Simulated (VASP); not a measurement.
Crystal: CaSe.

```
CELL_PARAMETERS angstrom
5.00568 0.00000 0.00000
-2.50284 4.33504 0.00000
0.00000 0.00000 5.87554
ATOMIC_POSITIONS crystal
Ca 0.33333 0.66667 0.25000
Ca 0.66667 0.33333 0.75000
Se 0.66667 0.33333 0.25000
Se 0.33333 0.66667 0.75000
```

Base run:

- Program: VASP 6.6.1
- Functional: PBE
- Potentials or basis: VASP PAW PBE potentials, release 64 (Ca_sv, Se)
- Cutoff: 500 eV
- k mesh: 6 × 6 × 4
- Occupations: gaussian, width 0.01 eV
- Spin: no spin polarisation

Its results: band gap on the k mesh 2.44 eV (least direct gap 2.57 eV); pressure 0.6 GPa.

Q: The run is repeated on the same cell with these changes: functional from PBE to r2SCAN; cutoff from 500 eV to 550 eV. What comes out?

A: Band gap on the k mesh 2.89 eV (least direct gap 3.04 eV); pressure 0.2 GPa.

Caveats: the PAW data sets were made with another functional, which shifts forces and pressure a little (at least some runs).

A k mesh can miss the band edges.
